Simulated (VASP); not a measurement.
# AlSn (P-6m2) in VASP: notebook, part 2 of 2

VASP 6.6.1. The steps go on from the part before.

**4. Electric field gradients, PBEsol (20.19 Å³/atom)**

This run uses another cell than the first one, of 20.19 Å³/atom.

Input file INCAR:

```
SYSTEM = AlSn
PREC     = Accurate       ! precision mode
ENCUT    = 520            ! plane-wave cutoff, eV
EDIFF    = 1E-8           ! SCF threshold, eV
ISMEAR   = -1             ! smearing method
SIGMA    = 0.05           ! smearing width, eV
LREAL    = .FALSE.        ! projectors in reciprocal space
LASPH    = .TRUE.         ! aspherical terms in the spheres
NELM     = 80             ! most SCF steps
ALGO     = Normal         ! electronic algorithm
ISIF     = 2              ! what is computed and relaxed
LWAVE    = .FALSE.        ! write WAVECAR
LCHARG   = .FALSE.        ! write CHGCAR
GGA      = PS             ! functional
LEFG     = .TRUE.       
NBANDS   = 16             ! bands
```

Input file KPOINTS:

```
Automatic mesh
0
G
  10 10 11
  0 0 0
```

Input file POSCAR:

```
AlSn
1.0
    3.8971760296      0.0000000000      0.0000000000
   -1.9485880148      3.3750534446      0.0000000000
    0.0000000000      0.0000000000      3.0698048219
Al Sn
1 1
Direct
    0.0000000000      0.0000000000      0.0000000000
    0.3333333333      0.6666666667      0.5000000000
```

Potentials or basis: VASP PAW PBE potentials, release 64 (Al, Sn_d).

Started as:

```sh
$ cat potpaw_PBE.64/Al/POTCAR potpaw_PBE.64/Sn_d/POTCAR > POTCAR
$ mpirun -np 1 vasp_std > vasp.out
```

OUTCAR:

```text
SYSTEM = AlSn
   PREC = Accurate
   ENCUT = 520
   EDIFF = 1E-8
   ISMEAR = -1
   LREAL = .FALSE.
   LASPH = .TRUE.
   NELM = 80
   ISIF = 2
   GGA = PS

 ion  position               nearest neighbor table
   1  0.000  0.000  0.000-   2 2.72   2 2.72   2 2.72   2 2.72   2 2.72   2 2.72
   2  0.333  0.667  0.500-   1 2.72   1 2.72   1 2.72   1 2.72   1 2.72   1 2.72

  LATTYP: Found a hexagonal cell.
 ALAT       =     3.8971760296
 C/A-ratio  =     0.7876998110

  Lattice vectors:

 A1 = (   3.8971760296,   0.0000000000,   0.0000000000)
 A2 = (  -1.9485880148,   3.3750534446,   0.0000000000)
[... 669 lines left out ...]
  free  energy   TOTEN  =        -7.6428057951 eV

  energy  without entropy=       -7.6346794282  energy(sigma->0) =       -7.63874261

 Electric field gradients (V/A^2)
---------------------------------------------------------------------
 ion       V_xx      V_yy      V_zz      V_xy      V_xz      V_yz
---------------------------------------------------------------------
   1      -3.480    -3.480     6.960     0.000     0.000     0.000
   2     -49.691   -49.693    99.384    -0.002     0.000    -0.000
---------------------------------------------------------------------

 Electric field gradients after diagonalization (V/A^2)
 (convention: |V_zz| > |V_xx| > |V_yy|)
----------------------------------------------------------------------
 ion       V_xx      V_yy      V_zz     asymmetry (V_yy - V_xx)/ V_zz
----------------------------------------------------------------------
   1      -3.480    -3.480     6.960       0.000
   2     -49.694   -49.690    99.384       0.000
----------------------------------------------------------------------

           NMR quadrupolar parameters

 Cq : quadrupolar parameter    Cq=e*Q*V_zz/h
 eta: asymmetry parameters     (V_yy - V_xx)/ V_zz
 Q  : nuclear electric quadrupole moment in mb (millibarn)
----------------------------------------------------------------------
 ion       Cq(MHz)       eta       Q (mb)
----------------------------------------------------------------------
   1       0.017       0.000       1.000
   2       0.240       0.000       1.000
----------------------------------------------------------------------
```

stdout:

```text
POSCAR found type information on POSCAR AlSn
 POSCAR found :  2 types and       2 ions
 scaLAPACK will be used
 -----------------------------------------------------------------------------
|                                                                             |
|                                                                             |
|     You enforced a specific xc type in the INCAR file but a different       |
|     I HOPE YOU KNOW WHAT YOU ARE DOING!                                     |
|                                                                             |
 -----------------------------------------------------------------------------

 LDA part: xc-table for (Slater+PW92), standard interpolation
 POSCAR, INCAR and KPOINTS ok, starting setup
 FFT: planning ... GRIDC
 FFT: planning ... GRID_SOFT
 FFT: planning ... GRID
 WAVECAR not read
 entering main loop
ion   1

ion   2
```

Run time: 73 s. Hardware: 1 thread of AMD EPYC 7R13, shared host; peak memory 0.16 GiB.

What came out:

* Free energy: -7.6428 eV
* Pressure: 15.5 GPa
* Band gap on the k mesh: zero (an odd number of electrons rules out a gap without spin polarisation)
* Largest electric field gradient by atom: Al +7.0; Sn +99.4 V/Å²

Stress tensor (GPa, compression positive):
```
14.92  0.00  0.00
 0.00 14.92  0.00
 0.00  0.00 16.75
```

Levels at points of the mesh, in eV from the Fermi level:
```
           k point  band 6  band 7  band 8  band 9  band 10  band 11
(0.00, 0.00, 0.00)  -12.04   -0.29   -0.29    1.97     3.11     3.30
(0.50, 0.00, 0.00)   -9.68   -7.41   -2.32    0.60     5.37     7.71
```

Electric field gradients, principal values (V/Å²):
```tsv
atom	least	middle	greatest (by size)
1 Al	-3.480	-3.480	6.960
2 Sn	-49.690	-49.694	99.384
```

Caveat: the cell stands under pressure; without QUAD_EFG the Cq values of the log hold for a quadrupole moment of 1 mb, not for the nuclei; the PAW data sets were made with another functional, which shifts forces and pressure a little; spin-orbit coupling is left out, which moves the levels of the heavy elements.

**5. Electric field gradients, PBEsol (25.24 Å³/atom)**

This run uses another cell than the first one, of 25.24 Å³/atom.

Input file INCAR:

```
SYSTEM = AlSn
ALGO     = Normal         ! electronic algorithm
EDIFF    = 1E-8           ! SCF threshold, eV
ENCUT    = 520            ! plane-wave cutoff, eV
GGA      = PS             ! functional
ISIF     = 2              ! what is computed and relaxed
ISMEAR   = -1             ! smearing method
LASPH    = .True.         ! aspherical terms in the spheres
LCHARG   = .False.        ! write CHGCAR
LEFG     = .True.       
LREAL    = .False.        ! projectors in reciprocal space
LWAVE    = .False.        ! write WAVECAR
NBANDS   = 16             ! bands
NELM     = 60             ! most SCF steps
PREC     = Accurate       ! precision mode
SIGMA    = 0.05           ! smearing width, eV
```

Input file KPOINTS:

```
k-points
0
Gamma
  10 10 11
  0 0 0
```

Input file POSCAR:

```
AlSn
1.0
    4.1981056157      0.0000000000      0.0000000000
   -2.0990528078      3.6356661109      0.0000000000
    0.0000000000      0.0000000000      3.3068470000
Al Sn
1 1
Direct
    0.0000000000      0.0000000000      0.0000000000
    0.3333333333      0.6666666667      0.5000000000
```

Potentials or basis: VASP PAW PBE potentials, release 64 (Al, Sn_d).

Started as:

```sh
$ cat potpaw_PBE.64/Al/POTCAR potpaw_PBE.64/Sn_d/POTCAR > POTCAR
$ mpirun -np 1 vasp_std > vasp.out
```

OUTCAR:

```text
SYSTEM = AlSn
   EDIFF = 1E-8
   ENCUT = 520
   GGA = PS
   ISIF = 2
   ISMEAR = -1
   LASPH = .True.
   LREAL = .False.
   NELM = 60
   PREC = Accurate

 ion  position               nearest neighbor table
   1  0.000  0.000  0.000-   2 2.93   2 2.93   2 2.93   2 2.93   2 2.93   2 2.93
   2  0.333  0.667  0.500-   1 2.93   1 2.93   1 2.93   1 2.93   1 2.93   1 2.93

  LATTYP: Found a hexagonal cell.
 ALAT       =     4.1981056157
 C/A-ratio  =     0.7876998110

  Lattice vectors:

 A1 = (   4.1981056157,   0.0000000000,   0.0000000000)
 A2 = (  -2.0990528078,   3.6356661109,   0.0000000000)
 A3 = (   0.0000000000,   0.0000000000,   3.3068470000)

Analysis of symmetry for initial positions (statically):
=====================================================================
 Subroutine PRICEL returns:
 Original cell was already a primitive cell.

 Routine SETGRP: Setting up the symmetry group for a
 hexagonal supercell.

 Subroutine GETGRP returns: Found 12 space group operations
 (whereof 12 operations were pure point group operations)
 out of a pool of 24 trial point group operations.

The static configuration has the point symmetry D_3h.

Analysis of symmetry for dynamics (positions and initial velocities):
=====================================================================
 Subroutine PRICEL returns:
 Original cell was already a primitive cell.

 Routine SETGRP: Setting up the symmetry group for a
 hexagonal supercell.

 Subroutine GETGRP returns: Found 12 space group operations
 (whereof 12 operations were pure point group operations)
 out of a pool of 24 trial point group operations.

The dynamic configuration has the point symmetry D_3h.

 Subroutine INISYM returns: Found 12 space group operations
 (whereof 12 operations are pure point group operations),
 and found     1 'primitive' translations

----------------------------------------------------------------------------------------

                                     Primitive cell

  volume of cell :      50.4721

  direct lattice vectors                    reciprocal lattice vectors
     4.198105616  0.000000000  0.000000000     0.238202678  0.137526380  0.000000000
    -2.099052808  3.635666111  0.000000000     0.000000000  0.275052760  0.000000000
     0.000000000  0.000000000  3.306847000     0.000000000  0.000000000  0.302402863

  length of vectors
     4.198105616  4.198105616  3.306847000     0.275052760  0.275052760  0.302402863

  position of ions in fractional coordinates (direct lattice)
     0.000000000  0.000000000  0.000000000
     0.333333333  0.666666667  0.500000000

  ion indices of the primitive-cell ions
   primitive index   ion index
                 1           1
                 2           2

----------------------------------------------------------------------------------------

 KPOINTS: k-points

Automatic generation of k-mesh.
 Grid dimensions read from file:
[... 72 lines left out ...]
   ISYM   =      2    0-nonsym 1-usesym 2-fastsym
   POTIM  = 0.5000    time-step for ionic-motion
   TEBEG  =    0.0;   TEEND  =   0.0 temperature during run
   PSTRESS=    0.0 pullay stress
   NELECT =      17.0000    total number of electrons
   NUPDOWN=      -1.0000    fix difference up-down
   EMIN   =  10.00;   EMAX   =-10.00  energy-range for DOS
   EFERMI =   0.00;   METHOD = LEGACY
   ISMEAR =    -1;   SIGMA  =   0.05  broadening in eV -4-tet -1-fermi 0-gaus
   EFERMI_NEDOS =   21; number of points for ismear=-14 and -15
   IALGO  =     38    algorithm
   IMIX   =      4    mixing-type and parameters
     AMIX     =   0.40;   BMIX     =  1.00
     AMIX_MAG =   1.60;   BMIX_MAG =  1.00
  volume/ion in A,a.u.               =      25.24       170.30
  Fermi-wavevector in a.u.,A,eV,Ry     =   1.139044  2.152482 17.652500  1.297422
  Thomas-Fermi vector in A             =   2.275748
   LORBIT       =      0    0 simple, 1 ext, 2 COOP (PROOUT), +10 PAW based schemes
   GGA     = PS    functional components
   LHFCALC =     F    Hartree Fock is set to
   AEXX    =    0.0000 exact exchange contribution
   IVDW    =     0    specifies the selected vdW correction
   LEPSILON=     F    determine dielectric tensor
   LRPA    =     F    only Hartree local field effects (RPA)
 non-spin polarized calculation
  energy-cutoff  :      520.00
  volume of cell :       50.47
 maximum number of plane-waves:      1379
 NGX is ok and might be reduce to    32
   NGX = 15   NGY = 15   NGZ = 13

 number of electron      16.9999999 magnetization

 Free energy of the ion-electron system (eV)
  ---------------------------------------------------
  ext. energy  EPLUGINS =         0.00000000
  ---------------------------------------------------
  free energy    TOTEN  =        -7.96693746 eV

  energy without entropy =       -7.96048319  energy(sigma->0) =       -7.96371033

 E-fermi :   6.2821     XC(G=0):  -9.6873

 val. band max:        6.2813158497   @ k =   0.4000   0.0000   0.3636
 cond. band min:       6.3189857088   @ k =   0.1000   0.0000   0.1818
 fundamental gap:      0.0376698591
 Fermi energy:         6.2820671304

 k-point     1 :       0.0000    0.0000    0.0000
  band No.  band energies     occupation
      1     -14.9781      2.00000
      2     -14.8638      2.00000
      3     -14.8638      2.00000
      4     -14.8493      2.00000
      5     -14.8493      2.00000
      6      -4.1560      2.00000
[... 433 lines left out ...]
      3     -14.8607      2.00000
      4     -14.8567      2.00000
      5     -14.8447      2.00000
      6      -2.2605      2.00000
[... 8 lines left out ...]
     15      15.8438      0.00000
     16      16.6026      0.00000

 [... further k-points ...]

------------------------ aborting loop because EDIFF is reached ----------------------------------------

  FORCE on cell =-STRESS in cart. coord.  units (eV):
  Direction    XX          YY          ZZ          XY          YZ          ZX
  --------------------------------------------------------------------------------------
  -------------------------------------------------------------------------------------
  Total       -0.6176557     -0.6176557     -0.6950535     -0.0000000      0.0000000      0.0000000
  in kB      -19.6067483    -19.6067483    -22.0636490     -0.0000000      0.0000000      0.0000000
  external PRESSURE =     -20.4257152 kB  Pullay stress =       0.0000000 kB

 VOLUME and BASIS-vectors are now :
 -----------------------------------------------------------------------------
  energy-cutoff  :      520.00
  volume of cell :       50.47
      direct lattice vectors                 reciprocal lattice vectors
     4.198105616  0.000000000  0.000000000     0.238202678  0.137526380  0.000000000
    -2.099052808  3.635666111  0.000000000     0.000000000  0.275052760  0.000000000
     0.000000000  0.000000000  3.306847000     0.000000000  0.000000000  0.302402863

 POSITION                                       TOTAL-FORCE (eV/Angst)
 -----------------------------------------------------------------------------------
      0.00000      0.00000      0.00000        -0.000000      0.000000      0.000000
     -0.00000      2.42378      1.65342         0.000000     -0.000000      0.000000
 -----------------------------------------------------------------------------------
    total drift:                                0.000000     -0.000000     -0.000000

  FREE ENERGIE OF THE ION-ELECTRON SYSTEM (eV)
  ---------------------------------------------------
  free  energy   TOTEN  =        -7.9669374593 eV

  energy  without entropy=       -7.9604831919  energy(sigma->0) =       -7.96371033

 Electric field gradients (V/A^2)
---------------------------------------------------------------------
 ion       V_xx      V_yy      V_zz      V_xy      V_xz      V_yz
---------------------------------------------------------------------
   1      -1.784    -1.784     3.568    -0.000    -0.000    -0.000
   2     -31.534   -31.535    63.069    -0.000     0.000     0.000
---------------------------------------------------------------------

 Electric field gradients after diagonalization (V/A^2)
 (convention: |V_zz| > |V_xx| > |V_yy|)
----------------------------------------------------------------------
 ion       V_xx      V_yy      V_zz     asymmetry (V_yy - V_xx)/ V_zz
----------------------------------------------------------------------
   1      -1.784    -1.784     3.568       0.000
   2     -31.535   -31.534    63.069       0.000
----------------------------------------------------------------------

           NMR quadrupolar parameters

 Cq : quadrupolar parameter    Cq=e*Q*V_zz/h
 eta: asymmetry parameters     (V_yy - V_xx)/ V_zz
 Q  : nuclear electric quadrupole moment in mb (millibarn)
----------------------------------------------------------------------
 ion       Cq(MHz)       eta       Q (mb)
----------------------------------------------------------------------
   1       0.009       0.000       1.000
   2       0.153       0.000       1.000
----------------------------------------------------------------------
```

Wall time 90 s (1 thread of AMD EPYC 7R13, shared host); peak memory 0.19 GiB.

What came out:

| Quantity | Value |
| --- | --- |
| Free energy | -7.9669 eV |
| Pressure | -2.0 GPa |
| Band gap on the k mesh | zero (an odd number of electrons rules out a gap without spin polarisation) |
| Largest electric field gradient by atom | Al +3.6; Sn +63.1 V/Å² |

Electric field gradients, principal values (V/Å²):
```tsv
atom	least	middle	greatest (by size)
1 Al	-1.784	-1.784	3.568
2 Sn	-31.534	-31.535	63.069
```

Caveat: without QUAD_EFG the Cq values of the log hold for a quadrupole moment of 1 mb, not for the nuclei; the PAW data sets were made with another functional, which shifts forces and pressure a little; spin-orbit coupling is left out, which moves the levels of the heavy elements.

**6. Overview**

| cell | gap on the mesh (eV) | pressure (GPa) |
| --- | --- | --- |
| a = 3.637, b = 3.637, c = 2.865 Å, angles 90.0, 90.0, 120.0°, 2 atoms | none | 52.0 |
| a = 3.814, b = 3.814, c = 3.004 Å, angles 90.0, 90.0, 120.0°, 2 atoms | none | 24.2 |
| a = 3.897, b = 3.897, c = 3.070 Å, angles 90.0, 90.0, 120.0°, 2 atoms | none | 15.5 |
| a = 4.198, b = 4.198, c = 3.307 Å, angles 90.0, 90.0, 120.0°, 2 atoms | none | -2.0 |

Alike in all rows: task electric field gradients; level PBEsol; potentials or basis VASP PAW PBE potentials, release 64 (Al, Sn_d); no spin polarisation; k mesh 10 × 10 × 11; cutoff (eV) 520; smearing fermi-dirac 0.05 eV.

Caveats: the PAW data sets were made with another functional, which shifts forces and pressure a little; spin-orbit coupling is left out, which moves the levels of the heavy elements; the cell stands under pressure (at least some runs); the stress differs along the axes, from 49 to 58 GPa (at least some runs).

Total energies depend on the potentials used, so only differences within one code and one set of settings carry meaning.

The gap in the log of VASP goes by the Fermi energy; the results here count the filled bands.